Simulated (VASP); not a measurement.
# Ti (I4/mmm) in VASP: a series of runs

Runs on Ti. Level: PBEsol. Tasks: single point.

Program: VASP 6.6.1. These are calculated values, not measurements. Logs are shortened: lines on timing, memory, paths and dates and some standing lists are left out, and cuts for length are marked.

### Step 1. The cell of the first run

Symmetry: I4/mmm, No. 139, tetragonal system. Conventional cell: a = 2.641 Å, b = 2.641 Å, c = 4.385 Å, α = 90.00°, β = 90.00°, γ = 90.00°. Ti (site symmetry 4/mmm) has 12 Ti at 2.64 to 2.88 Å within 3.5 Å.

### Step 2. Single point, PBEsol (strain -0.080 along x and y, +0.080 along z)

INCAR

```
SYSTEM = Ti
ALGO = Normal
EDIFF = 1E-6
ENCUT = 520
GGA = PS
ISIF = 2
ISMEAR = 0
LASPH = .True.
LCHARG = .False.
LREAL = .False.
LWAVE = .False.
NBANDS = 12
NELM = 100
PREC = Accurate
SIGMA = 0.15
```

KPOINTS

```
k-points
0
Gamma
  20 20 20
  0 0 0
```

POSCAR

```
Ti
1.0
    0.0000000000      1.8676000000      2.1924000000
    1.8676000000      0.0000000000      2.1924000000
    1.8676000000      1.8676000000      0.0000000000
Ti
1
Direct
    0.0000000000      0.0000000000      0.0000000000
```

Potentials or basis: VASP PAW PBE potentials, release 64 (Ti_sv).

Run with:

```bash
$ cat potpaw_PBE.64/Ti_sv/POTCAR > POTCAR
$ mpirun -np 1 vasp_std > vasp.out
```

OUTCAR:

```text
SYSTEM = Ti
   EDIFF = 1E-6
   ENCUT = 520
   GGA = PS
   ISIF = 2
   ISMEAR = 0
   LASPH = .True.
   LREAL = .False.
   NELM = 100
   PREC = Accurate

 ion  position               nearest neighbor table
   1  0.000  0.000  0.000-

  LATTYP: Found a body centered tetragonal cell.
 ALAT       =     2.6411852491
 C/A-ratio  =     1.6601637471

  Lattice vectors:

 A1 = (  -1.8676000000,   0.0000000000,   2.1924000000)
 A2 = (   1.8676000000,   0.0000000000,   2.1924000000)
 A3 = (   0.0000000000,   1.8676000000,  -2.1924000000)

Analysis of symmetry for initial positions (statically):
=====================================================================
 Subroutine PRICEL returns:
 Original cell was already a primitive cell.

 Routine SETGRP: Setting up the symmetry group for a
 body centered tetragonal supercell.

 Subroutine GETGRP returns: Found 16 space group operations
 (whereof 16 operations were pure point group operations)
 out of a pool of 16 trial point group operations.

The static configuration has the point symmetry D_4h.

Analysis of symmetry for dynamics (positions and initial velocities):
=====================================================================
 Subroutine PRICEL returns:
 Original cell was already a primitive cell.

 Routine SETGRP: Setting up the symmetry group for a
 body centered tetragonal supercell.

 Subroutine GETGRP returns: Found 16 space group operations
 (whereof 16 operations were pure point group operations)
 out of a pool of 16 trial point group operations.

The dynamic configuration has the point symmetry D_4h.

 Subroutine INISYM returns: Found 16 space group operations
 (whereof 16 operations are pure point group operations),
 and found     1 'primitive' translations

----------------------------------------------------------------------------------------

                                     Primitive cell

  volume of cell :      15.2939

  direct lattice vectors                    reciprocal lattice vectors
     0.000000000  1.867600000  2.192400000    -0.267723281  0.267723281  0.228060573
     1.867600000  0.000000000  2.192400000     0.267723281 -0.267723281  0.228060573
     1.867600000  1.867600000  0.000000000     0.267723281  0.267723281 -0.228060573

  length of vectors
     2.880025611  2.880025611  2.641185249     0.441999022  0.441999022  0.441999022

  position of ions in fractional coordinates (direct lattice)
     0.000000000  0.000000000  0.000000000

[... 77 lines left out ...]
   EDIFFG = 0.1E-04   stopping-criterion for IOM
   NSW    =      0    number of steps for IOM
   IBRION =     -1    ionic relax: 0-MD 1-quasi-New 2-CG
   NFREE  =      0    steps in history (QN), initial steepest desc. (CG)
   ISIF   =      2    stress and relaxation
   ISYM   =      2    0-nonsym 1-usesym 2-fastsym
   POTIM  = 0.5000    time-step for ionic-motion
   TEBEG  =    0.0;   TEEND  =   0.0 temperature during run
   PSTRESS=    0.0 pullay stress
   NELECT =      12.0000    total number of electrons
   NUPDOWN=      -1.0000    fix difference up-down
   EMIN   =  10.00;   EMAX   =-10.00  energy-range for DOS
   EFERMI =   0.00;   METHOD = LEGACY
   ISMEAR =     0;   SIGMA  =   0.15  broadening in eV -4-tet -1-fermi 0-gaus
   EFERMI_NEDOS =   21; number of points for ismear=-14 and -15
   IALGO  =     38    algorithm
   IMIX   =      4    mixing-type and parameters
     AMIX     =   0.40;   BMIX     =  1.00
     AMIX_MAG =   1.60;   BMIX_MAG =  1.00
  volume/ion in A,a.u.               =      15.29       103.21
  Fermi-wavevector in a.u.,A,eV,Ry     =   1.509951  2.853393 31.020614  2.279951
  Thomas-Fermi vector in A             =   2.620205
   LORBIT       =      0    0 simple, 1 ext, 2 COOP (PROOUT), +10 PAW based schemes
   GGA     = PS    functional components
   LHFCALC =     F    Hartree Fock is set to
   AEXX    =    0.0000 exact exchange contribution
   IVDW    =     0    specifies the selected vdW correction
   LEPSILON=     F    determine dielectric tensor
   LRPA    =     F    only Hartree local field effects (RPA)
 non-spin polarized calculation
 Gauss-broadening in eV      SIGMA  =   0.15
  energy-cutoff  :      520.00
  volume of cell :       15.29
 maximum number of plane-waves:       423
 NGX is ok and might be reduce to    24
   NGX = 11   NGY = 11   NGZ =  9

 number of electron      12.0000000 magnetization

 Free energy of the ion-electron system (eV)
  ---------------------------------------------------
  ext. energy  EPLUGINS =         0.00000000
  ---------------------------------------------------
  free energy    TOTEN  =        -8.22645222 eV

  energy without entropy =       -8.20573887  energy(sigma->0) =       -8.21609554

 E-fermi :   9.4170     XC(G=0): -12.2544

 val. band max:        9.4161821034   @ k =  -0.3000   0.2000   0.4000
 cond. band min:       9.4190402311   @ k =  -0.2000   0.0000   0.1500
 fundamental gap:      0.0028581277
 Fermi energy:         9.4169900376

 k-point     1 :       0.0000    0.0000    0.0000
  band No.  band energies     occupation
      1     -46.7919      2.00000
      2     -22.5927      2.00000
      3     -22.5210      2.00000
      4     -22.5210      2.00000
      5       3.1494      2.00000
      6       9.4872      0.50795
      7      11.0950      0.00000
      8      11.0950      0.00000
      9      11.2674      0.00000
     10      13.1867      0.00000
     11      25.9123      0.00000
     12      27.8066      0.00000
[... 331 lines left out ...]
 k-point    24 :      -0.3500    0.0500    0.0000
  band No.  band energies     occupation
      1     -46.6022      2.00000
      2     -23.4744      2.00000
      3     -22.7582      2.00000
      4     -22.5328      2.00000
      5       6.4295      2.00000
      6       9.5504      0.20841
      7       9.8911      0.00001
      8      11.2718      0.00000
      9      12.9771      0.00000
     10      13.5684      0.00000
     11      20.8574      0.00000
     12      24.6998      0.00000

 [... further k-points ...]
[... 5 lines left out ...]
  --------------------------------------------------------------------------------------
  -------------------------------------------------------------------------------------
  Total        1.1206391      1.1206391      0.7424769      0.0000000      0.0000000      0.0000000
  in kB      117.3974994    117.3974994     77.7814430      0.0000000      0.0000000      0.0000000
  external PRESSURE =     104.1921473 kB  Pullay stress =       0.0000000 kB

 VOLUME and BASIS-vectors are now :
 -----------------------------------------------------------------------------
  energy-cutoff  :      520.00
  volume of cell :       15.29
      direct lattice vectors                 reciprocal lattice vectors
     0.000000000  1.867600000  2.192400000    -0.267723281  0.267723281  0.228060573
     1.867600000  0.000000000  2.192400000     0.267723281 -0.267723281  0.228060573
     1.867600000  1.867600000  0.000000000     0.267723281  0.267723281 -0.228060573

 POSITION                                       TOTAL-FORCE (eV/Angst)
 -----------------------------------------------------------------------------------
      0.00000      0.00000      0.00000         0.000000     -0.000000     -0.000000
 -----------------------------------------------------------------------------------
    total drift:                                0.000000      0.000000     -0.000000

  FREE ENERGIE OF THE ION-ELECTRON SYSTEM (eV)
  ---------------------------------------------------
  free  energy   TOTEN  =        -8.2264522154 eV

  energy  without entropy=       -8.2057388727  energy(sigma->0) =       -8.21609554
```

stdout:

```text
POSCAR found type information on POSCAR Ti
 POSCAR found :  1 types and       1 ions
 scaLAPACK will be used
 -----------------------------------------------------------------------------
|                                                                             |
|                                                                             |
|     You enforced a specific xc type in the INCAR file but a different       |
|     I HOPE YOU KNOW WHAT YOU ARE DOING!                                     |
|                                                                             |
 -----------------------------------------------------------------------------

 LDA part: xc-table for (Slater+PW92), standard interpolation
 POSCAR, INCAR and KPOINTS ok, starting setup
 FFT: planning ... GRIDC
 FFT: planning ... GRID_SOFT
 FFT: planning ... GRID
 WAVECAR not read
 entering main loop
```

Run time: 37 s. Hardware: 1 thread of Intel Xeon 6975P-C (Granite Rapids), shared host; peak memory 0.23 GiB.

Results:

```
Free energy            : -8.2265 eV
Pressure               : 10.4 GPa
Band gap on the k mesh : zero (band 6 reaches 10.15 eV, above the bottom of band 7 at 8.78 eV)
```

Stress tensor (GPa, compression positive):
```
11.74  0.00  0.00
 0.00 11.74  0.00
 0.00  0.00  7.78
```

Caveat: the cell differs from its parent crystal (strain -0.080 along x and y, +0.080 along z); the PAW data sets were made with another functional, which shifts forces and pressure a little.

### Step 3. Single point, PBEsol (strain +0.000 along x and y, -0.080 along z)

INCAR

```
  PREC = Accurate
  ENCUT = 520
  EDIFF = 1E-6
  ISMEAR = 0
  SIGMA = 0.15
  LREAL = False
  LASPH = True
  NELM = 60
  ALGO = Normal
  ISIF = 2
  LWAVE = False
  LCHARG = True
  GGA = PS
  LELF = True
  LVHAR = True
  NBANDS = 12
```

KPOINTS

```
Automatic mesh
0
Gamma
  20 20 20
```

POSCAR

```
Ti
1.0
    0.0000000000      2.0300000000      1.8676000000
    2.0300000000      0.0000000000      1.8676000000
    2.0300000000      2.0300000000      0.0000000000
Ti
1
Direct
    0.0000000000      0.0000000000      0.0000000000
```

Potentials or basis: VASP PAW PBE potentials, release 64 (Ti_sv).

Run with:

```bash
$ cat potpaw_PBE.64/Ti_sv/POTCAR > POTCAR
$ mpirun -np 1 vasp_std > vasp.out
```

Wall time 44 s (1 thread of Intel Xeon 6975P-C (Granite Rapids), shared host); peak memory 0.23 GiB.

Results (log left out):

```
Free energy            : -8.2473 eV
Pressure               : 10.1 GPa
Band gap on the k mesh : zero (band 6 reaches 10.39 eV, above the bottom of band 7 at 8.85 eV)
```

Stress tensor (GPa, compression positive):
```
 9.22  0.00  0.00
 0.00  9.22  0.00
 0.00  0.00 11.81
```

Levels at points of the mesh, in eV from the Fermi level:
| k point | band 2 | band 3 | band 4 | band 5 | band 6 | band 7 | band 8 | band 9 | band 10 | band 11 |
| --- | --- | --- | --- | --- | --- | --- | --- | --- | --- | --- |
| (0.00, 0.00, 0.00) | -32.05 | -32.05 | -32.04 | -6.34 | 0.76 | 0.76 | 1.46 | 2.42 | 3.23 | 16.08 |
| (0.50, 0.00, 0.00) | -33.05 | -32.23 | -32.12 | -2.87 | 0.38 | 1.04 | 1.27 | 3.96 | 4.35 | 9.57 |
| (0.50, 0.50, 0.00) | -32.96 | -32.49 | -32.49 | -3.00 | -2.21 | 4.14 | 4.52 | 4.52 | 4.67 | 12.01 |
| (0.50, 0.00, 0.50) | -32.99 | -32.41 | -32.29 | -3.02 | -1.92 | 2.93 | 4.09 | 4.21 | 4.73 | 11.54 |

Caveat: the cell differs from its parent crystal (strain +0.000 along x and y, -0.080 along z); the PAW data sets were made with another functional, which shifts forces and pressure a little.
